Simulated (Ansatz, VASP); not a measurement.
## BiTe in VASP and in Ansatz

```xyz
2
Lattice="0.0000 3.2984 3.2984 3.2984 0.0000 3.2984 3.2984 3.2984 0.0000" Properties=species:S:1:pos:R:3 pbc="T T T"
Bi    0.0000    0.0000    0.0000
Te    3.2984    3.2984    3.2984
```

Alike in both runs: task single point; functional LDA; k mesh 7 × 7 × 7; occupations fermi-dirac, width 0.05 eV; no spin polarisation.

```csv
,VASP,Ansatz
version,VASP 6.6.1,Ansatz 0.2.0
potentials or method,"VASP PAW LDA potentials, release 64 (Bi_d, Te)",Ansatz PAW
plane-wave cutoff (eV),520,420
valence electrons in the cell,21,31
```

|  | VASP | Ansatz | Ansatz less VASP |
| --- | --- | --- | --- |
| gap on the k mesh at the Fermi level (eV) | none | none | - |
| pressure (GPa) | -4.9 | -4.9 | -0.03 |

LDA's correlation is that of Perdew and Zunger in VASP and of Perdew and Wang (1992) in Ansatz. A gap of «none» marks a metal or a gap that the smearing closes. VASP's potentials hold 21 valence electrons a cell and Ansatz's 31, so a difference there can come from the potentials and not from the codes.

Spin-orbit coupling is off throughout.
